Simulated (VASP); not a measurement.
Ge: single point with r2SCAN

The system is Ge.

```
Ge
1.0
     4.06421    0.00000    0.00000
    -2.03211    3.51971    0.00000
     0.00000    0.00000    6.38478
Ge
4
Direct
  0.66667 0.33333 0.06290
  0.33333 0.66667 0.56290
  0.66667 0.33333 0.43710
  0.33333 0.66667 0.93710
```

This isn't the form of Ge at room conditions, which is diamond.

```yaml
Program: VASP 6.6.1
Task: single point
Functional: r2SCAN
Potentials_or_basis: VASP PAW PBE potentials, release 64 (Ge_d)
Cutoff: 550 eV
k_mesh: 10 × 10 × 6
Occupations: fermi-dirac, width 0.15 eV
Spin: no spin polarisation
Dipole_correction: no
Further_INCAR_settings: ALGO = Normal; EDIFF = 1e-06; NBANDS = 36
```

| Item | Value |
| --- | --- |
| Pressure | 0.4 GPa |
| Largest force | 0.537 eV/Å |
| Band gap on the k mesh | zero (bands 28 and 29 overlap by 0.24 eV) |

Forces on the atoms (eV/Å):
```
Ge   0.000  0.000 -0.537
Ge   0.000  0.000 -0.537
Ge   0.000  0.000  0.537
Ge   0.000  0.000  0.537
```

Stress tensor (GPa, compression positive):
```
-2.84  0.00  0.00
 0.00 -2.84  0.00
 0.00  0.00  7.02
```

Levels at points of the mesh, in eV from the Fermi level:
| k point | band 26 | band 27 | band 28 | band 29 | band 30 | band 31 |
| --- | --- | --- | --- | --- | --- | --- |
| (0.00, 0.00, 0.00) | -0.37 | -0.23 | 0.08 | 0.08 | 0.36 | 2.06 |
| (0.50, 0.00, 0.00) | -3.45 | -3.05 | -1.48 | 0.44 | 2.01 | 3.67 |
| (0.00, 0.00, 0.50) | -1.15 | -1.15 | -1.15 | 0.57 | 0.57 | 3.37 |
| (0.50, 0.00, 0.50) | -2.67 | -2.57 | -2.57 | 0.71 | 0.71 | 2.49 |

Run time: 13 min on 1 thread of Oxide Virtual Turin-like Processor (shared host), peak memory 0.28 GiB.

Caveat: the stress differs along the axes, from -3 to 7 GPa; semilocal functionals underestimate gaps, and a narrow one can read as zero; the PAW data sets were made with another functional, which shifts forces and pressure a little.
